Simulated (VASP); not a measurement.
# Zr (Immm) in VASP: notebook

Runs on Zr. Level: PBE. Tasks: single point, relaxation of cell and atoms.

All numbers are computed with VASP 6.6.1; they aren't measurements. Logs are shortened: lines on timing, memory, paths and dates and some standing lists are left out, and cuts for length are marked.

## Step 1: The cell of the first run

The structure is orthorhombic, space group Immm (No. 71). The conventional cell has a = 3.179 Å, b = 3.744 Å, c = 3.841 Å, α = 90.00°, β = 90.00°, γ = 90.00°. Zr (site symmetry mmm) has 14 Zr at 3.12 to 3.84 Å within 4.1 Å.

The cell was built from a structure type or drawn by symmetry, and may not be a known phase.

## Step 2: Single point, PBE

INCAR reads:

```
  PREC = Accurate
  ENCUT = 500
  EDIFF = 1E-6
  ISMEAR = 0
  SIGMA = 0.1
  LREAL = False
  LASPH = True
  NELM = 120
  ALGO = Normal
  ISIF = 2
  LWAVE = False
  LCHARG = False
  GGA = PE
  NBANDS = 12
  GGA_COMPAT = False
```

KPOINTS reads:

```
Automatic mesh
0
Gamma
  8 8 8
```

POSCAR reads:

```
Zr
1.0
   -1.5896226085      1.8721476920      1.9206588151
    1.5896226085     -1.8721476920      1.9206588151
    1.5896226085      1.8721476920     -1.9206588151
Zr
1
Direct
    0.5000000000      0.5000000000      0.0000000000
```

Potentials or basis: VASP PAW PBE potentials, release 64 (Zr_sv).

Started as:

```console
> cat potpaw_PBE.64/Zr_sv/POTCAR > POTCAR
> mpirun -np 1 vasp_std > vasp.out
```

OUTCAR:

```text
PREC = Accurate
   ENCUT = 500
   EDIFF = 1E-6
   ISMEAR = 0
   LREAL = False
   LASPH = True
   NELM = 120
   ISIF = 2
   GGA = PE

 ion  position               nearest neighbor table
   1  0.500  0.500  0.000-

  LATTYP: Found a body centered orthorhombic cell.
 ALAT       =     3.1792452170
 B/A-ratio  =     1.1777309168
 C/A-ratio  =     1.2082483005

  Lattice vectors:

 A1 = (  -1.5896226085,   1.8721476920,   1.9206588151)
 A2 = (   1.5896226085,  -1.8721476920,   1.9206588151)
 A3 = (   1.5896226085,   1.8721476920,  -1.9206588151)

Analysis of symmetry for initial positions (statically):
=====================================================================
 Subroutine PRICEL returns:
 Original cell was already a primitive cell.

 Routine SETGRP: Setting up the symmetry group for a
 body centered orthorhombic supercell.

 Subroutine GETGRP returns: Found  8 space group operations
 (whereof  8 operations were pure point group operations)
 out of a pool of  8 trial point group operations.

The static configuration has the point symmetry D_2h.

Analysis of symmetry for dynamics (positions and initial velocities):
=====================================================================
 Subroutine PRICEL returns:
 Original cell was already a primitive cell.

 Routine SETGRP: Setting up the symmetry group for a
 body centered orthorhombic supercell.

 Subroutine GETGRP returns: Found  8 space group operations
 (whereof  8 operations were pure point group operations)
 out of a pool of  8 trial point group operations.

The dynamic configuration has the point symmetry D_2h.

 Subroutine INISYM returns: Found  8 space group operations
 (whereof  8 operations are pure point group operations),
 and found     1 'primitive' translations

----------------------------------------------------------------------------------------

                                     Primitive cell

  volume of cell :      22.8636

  direct lattice vectors                    reciprocal lattice vectors
    -1.589622609  1.872147692  1.920658815     0.000000000  0.267072946  0.260327340
     1.589622609 -1.872147692  1.920658815     0.314540066  0.000000000  0.260327340
     1.589622609  1.872147692 -1.920658815     0.314540066  0.267072946  0.000000000

  length of vectors
     3.117814507  3.117814507  3.117814507     0.372958821  0.408296188  0.412629873

  position of ions in fractional coordinates (direct lattice)
     0.500000000  0.500000000  0.000000000
[... 77 lines left out ...]
   LREAL  =      F    real-space projection
   EDIFFG = 0.1E-04   stopping-criterion for IOM
   NSW    =      0    number of steps for IOM
   IBRION =     -1    ionic relax: 0-MD 1-quasi-New 2-CG
   NFREE  =      0    steps in history (QN), initial steepest desc. (CG)
   ISIF   =      2    stress and relaxation
   ISYM   =      2    0-nonsym 1-usesym 2-fastsym
   POTIM  = 0.5000    time-step for ionic-motion
   TEBEG  =    0.0;   TEEND  =   0.0 temperature during run
   PSTRESS=    0.0 pullay stress
   NELECT =      12.0000    total number of electrons
   NUPDOWN=      -1.0000    fix difference up-down
   EMIN   =  10.00;   EMAX   =-10.00  energy-range for DOS
   EFERMI =   0.00;   METHOD = LEGACY
   ISMEAR =     0;   SIGMA  =   0.10  broadening in eV -4-tet -1-fermi 0-gaus
   EFERMI_NEDOS =   21; number of points for ismear=-14 and -15
   IALGO  =     38    algorithm
   IMIX   =      4    mixing-type and parameters
     AMIX     =   0.40;   BMIX     =  1.00
     AMIX_MAG =   1.60;   BMIX_MAG =  1.00
  volume/ion in A,a.u.               =      22.86       154.29
  Fermi-wavevector in a.u.,A,eV,Ry     =   1.320547  2.495472 23.726436  1.743844
  Thomas-Fermi vector in A             =   2.450365
   LORBIT       =      0    0 simple, 1 ext, 2 COOP (PROOUT), +10 PAW based schemes
   GGA     = PE    functional components
   LHFCALC =     F    Hartree Fock is set to
   AEXX    =    0.0000 exact exchange contribution
   IVDW    =     0    specifies the selected vdW correction
   LEPSILON=     F    determine dielectric tensor
   LRPA    =     F    only Hartree local field effects (RPA)
 non-spin polarized calculation
 Gauss-broadening in eV      SIGMA  =   0.10
  energy-cutoff  :      500.00
  volume of cell :       22.86
 maximum number of plane-waves:       590
   NGX = 11   NGY = 11   NGZ = 11

 number of electron      12.0000000 magnetization

 Free energy of the ion-electron system (eV)
  ---------------------------------------------------
  ext. energy  EPLUGINS =         0.00000000
  ---------------------------------------------------
  free energy    TOTEN  =        -8.45942923 eV

  energy without entropy =       -8.44984462  energy(sigma->0) =       -8.45463693

 E-fermi :   8.9651     XC(G=0): -11.1531

 val. band max:        8.9584727669   @ k =   0.3750   0.2500   0.1250
 cond. band min:       8.9868217782   @ k =   0.0000   0.0000   0.0000
 fundamental gap:      0.0283490113
 Fermi energy:         8.9651050301

 k-point     1 :       0.0000    0.0000    0.0000
  band No.  band energies     occupation
      1     -39.5523      2.00000
      2     -17.0564      2.00000
      3     -17.0501      2.00000
      4     -16.9868      2.00000
      5       3.5247      2.00000
      6       8.9868      0.75875
      7      10.8304      0.00000
      8      11.0223      0.00000
      9      11.0558      0.00000
     10      13.5699      0.00000
     11      20.5166      0.00000
     12      20.8363      0.00000
[... 331 lines left out ...]
 k-point    24 :       0.2500    0.3750    0.0000
  band No.  band energies     occupation
      1     -39.3584      2.00000
      2     -17.8995      2.00000
      3     -17.5898      2.00000
      4     -17.2058      2.00000
      5       7.2136      2.00000
      6       8.0634      2.00000
      7       9.4659      0.00000
      8      12.0884      0.00000
      9      13.8138      0.00000
     10      16.8743      0.00000
     11      18.4867      0.00000
     12      19.8319      0.00000

 [... further k-points ...]
[... 5 lines left out ...]
  --------------------------------------------------------------------------------------
  -------------------------------------------------------------------------------------
  Total        0.0372096      0.0195234      0.0029155     -0.0000000      0.0000000      0.0000000
  in kB        2.6074846      1.3681132      0.2043035     -0.0000000      0.0000000      0.0000000
  external PRESSURE =       1.3933004 kB  Pullay stress =       0.0000000 kB

 VOLUME and BASIS-vectors are now :
 -----------------------------------------------------------------------------
  energy-cutoff  :      500.00
  volume of cell :       22.86
      direct lattice vectors                 reciprocal lattice vectors
    -1.589622609  1.872147692  1.920658815     0.000000000  0.267072946  0.260327340
     1.589622609 -1.872147692  1.920658815     0.314540066  0.000000000  0.260327340
     1.589622609  1.872147692 -1.920658815     0.314540066  0.267072946  0.000000000

 POSITION                                       TOTAL-FORCE (eV/Angst)
 -----------------------------------------------------------------------------------
      0.00000      0.00000      1.92066         0.000000      0.000000      0.000000
 -----------------------------------------------------------------------------------
    total drift:                               -0.000000      0.000000      0.000000

  FREE ENERGIE OF THE ION-ELECTRON SYSTEM (eV)
  ---------------------------------------------------
  free  energy   TOTEN  =        -8.4594292329 eV

  energy  without entropy=       -8.4498446221  energy(sigma->0) =       -8.45463693
```

OSZICAR:

```text
N       E                     dE             d eps       ncg     rms          rms(c)
DAV:   1     0.835562082175E+02    0.83556E+02   -0.67248E+03  2288   0.955E+02
DAV:   2    -0.409613426098E+01   -0.87652E+02   -0.85298E+02  2648   0.266E+02
DAV:   3    -0.855098249105E+01   -0.44548E+01   -0.43934E+01  3712   0.492E+01
DAV:   4    -0.876746990495E+01   -0.21649E+00   -0.21642E+00  2724   0.730E+00
DAV:   5    -0.876916039362E+01   -0.16905E-02   -0.16905E-02  3024   0.714E-01    0.106E+01
DAV:   6    -0.850086986980E+01    0.26829E+00   -0.36016E-01  2488   0.556E+00    0.430E+00
DAV:   7    -0.845618587535E+01    0.44684E-01   -0.17892E-01  2848   0.375E+00    0.686E-01
DAV:   8    -0.845944722755E+01   -0.32614E-02   -0.11184E-02  2644   0.122E+00    0.662E-02
DAV:   9    -0.845943658069E+01    0.10647E-04   -0.35593E-04  2888   0.155E-01    0.240E-02
DAV:  10    -0.845943351132E+01    0.30694E-05   -0.14803E-05  2608   0.409E-02    0.749E-03
DAV:  11    -0.845942937806E+01    0.41333E-05   -0.16631E-06  2256   0.127E-02    0.214E-03
DAV:  12    -0.845942923292E+01    0.14513E-06   -0.16957E-07  1316   0.334E-03
   1 F= -.84594292E+01 E0= -.84546369E+01  d E =-.958461E-02
```

Wall time 22 s (1 thread of Intel Xeon 8259CL, shared host); peak memory 0.15 GiB.

Results:

| Quantity | Value |
| --- | --- |
| Free energy | -8.4594 eV |
| Pressure | 0.1 GPa |
| Band gap on the k mesh | zero (bands 6 and 7 overlap by 1.25 eV) |

## Step 3: Relaxation of cell and atoms, PBE

INCAR reads:

```
PREC = Accurate
ENCUT = 500
EDIFF = 1E-7
ISMEAR = 0
SIGMA = 0.1
LREAL = False
LASPH = True
NELM = 120
ALGO = Normal
ISIF = 3
LWAVE = False
LCHARG = False
GGA = PE
IBRION = 2
NSW = 90
EDIFFG = -0.04
GGA_COMPAT = False
NELMIN = 4
```

KPOINTS is that of step 2.

POSCAR is that of step 2.

Potentials or basis: VASP PAW PBE potentials, release 64 (Zr_sv).

Started as:

```console
> cat potpaw_PBE.64/Zr_sv/POTCAR > POTCAR
> mpirun -np 1 vasp_std > vasp.out
```

It took 23 s on 1 thread of Intel Xeon 8259CL, shared host; peak memory 0.15 GiB.

Results (log left out):

| Property | Result |
| --- | --- |
| Free energy | -8.4594 eV |
| Pressure after relaxing | 0.1 GPa |
| Band gap on the k mesh | zero (bands 6 and 7 overlap by 1.25 eV) |

Stress tensor (GPa, compression positive):
```
0.26 0.00 0.00
0.00 0.14 0.00
0.00 0.00 0.02
```

Final structure:
```
Zr
1.0
    -1.58962    1.87215    1.92066
     1.58962   -1.87215    1.92066
     1.58962    1.87215   -1.92066
Zr
1
Cartesian
  0.0000 0.0000 1.9207
```

Levels at points of the mesh, in eV from the Fermi level:
```csv
k point,band 4,band 5,band 6,band 7,band 8,band 9
"(0.00, 0.00, 0.00)",-25.95,-5.44,0.02,1.87,2.06,2.09
"(0.50, 0.00, 0.00)",-25.96,-2.87,0.75,0.95,1.97,3.59
"(0.00, 0.50, 0.00)",-26.11,-2.87,-1.14,2.05,3.22,5.59
"(0.50, 0.50, 0.00)",-26.12,-2.88,-1.37,2.18,3.61,5.63
"(0.50, 0.50, 0.50)",-26.41,-2.83,-2.46,5.59,5.66,6.03
```

Caveat: the relaxation stopped at its first step, so nothing moved.
